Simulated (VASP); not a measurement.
Pd:

```
Pd
1.0
     0.00000    1.95677    1.95677
     1.95677    0.00000    1.95677
     1.95677    1.95677    0.00000
Pd
1
Direct
  0.00000 0.00000 0.00000
```

Base run:

- Program: VASP 6.6.1
- Functional: r2SCAN
- Potentials or basis: VASP PAW PBE potentials, release 64 (Pd)
- Cutoff: 520 eV
- k mesh: 14 × 14 × 14
- Occupations: fermi-dirac, width 0.05 eV
- Spin: collinear spin, ferromagnetic start
- Starting moments: [0.436] μB

Its results: pressure 0.7 GPa; net moment 0.48 μB per cell; site moments Pd +0.48 μB.

Q: The run is repeated on the same cell with these changes: k mesh from 14 × 14 × 14 to 4 × 4 × 4. What comes out?

A: Pressure -0.1 GPa; net moment 0.47 μB per cell; site moments Pd +0.48 μB.

Caveats: some runs use coarse meshes; the PAW data sets were made with another functional, which shifts forces and pressure a little.
